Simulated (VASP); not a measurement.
The system is Si.

```
Si
1.0
     0.00000    2.71356    2.71356
     2.71356    0.00000    2.71356
     2.71356    2.71356    0.00000
Si
2
Direct
  0.75000 0.75000 0.75000
  0.50000 0.50000 0.50000
```

- Program: VASP 6.6.1
- Task: relaxation of volume and atoms at fixed shape
- Functional: PBE
- Potentials or basis: VASP PAW PBE potentials, release 64 (Si)
- Cutoff: 500 eV
- k mesh: 8 × 8 × 8
- Occupations: methfessel-paxton, width 0.02 eV
- Spin: no spin polarisation

At the start: pressure 2.1 GPa; volume 19.98 Å³/atom.

Question: How do energy, volume and symmetry change on relaxing?

Answer: Over 3 steps the energy falls by 3.0 meV/atom and the volume is 20.44 Å³/atom (+2.3 %); space group Fd-3m (No. 227, to 0.1 Å) before and after.

The path:
```tsv
step	energy change (eV)	largest force (eV/Å)	pressure (GPa)	volume (Å³)
1	0.0000	0.0000	2.14	39.96
2	-0.0033	0.0000	-1.34	41.53
3	-0.0060	0.0000	0.00	40.88
```

Final structure:
```
CELL_PARAMETERS angstrom
0.00000 2.73429 2.73429
2.73429 0.00000 2.73429
2.73429 2.73429 0.00000
ATOMIC_POSITIONS crystal
Si 0.75000 0.75000 0.75000
Si 0.50000 0.50000 0.50000
```
